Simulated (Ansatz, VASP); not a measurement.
**One calculation of B, two programs**

```
B
1.0
     1.70791    0.00000    0.00000
    -0.85396    1.47909    0.00000
     0.00000    0.00000   15.53356
B
4
Direct
  0.00000 0.00000 0.00000
  0.00000 0.00000 0.50000
  0.33333 0.66667 0.25000
  0.66667 0.33333 0.75000
```

Alike in both runs: task single point; functional r2SCAN; k mesh 23 × 23 × 3; occupations fermi-dirac, width 0.1 eV; no spin polarisation.

|  | VASP | Ansatz |
| --- | --- | --- |
| version | VASP 6.6.1 | Ansatz 0.2.0 |
| potentials or method | VASP PAW PBE potentials, release 64 (B), cutoff 520 eV | plane waves (500 eV) with PAW, scalar-relativistic |
| valence electrons in the cell | 12 | 12 |

Ansatz gave:

| Property | Result |
| --- | --- |
| pressure (GPa) | -1.4 |
| traceless stress, the component that is largest in VASP (GPa) | 0.02 |

Q: Estimate VASP's values.

A: Pressure (GPa): -1.3; traceless stress, the component that is largest in VASP (GPa): -0.19.

VASP's potentials were made for PBE, not for r2SCAN. With one functional, cell and mesh, what is left measures potentials, basis and numerics.
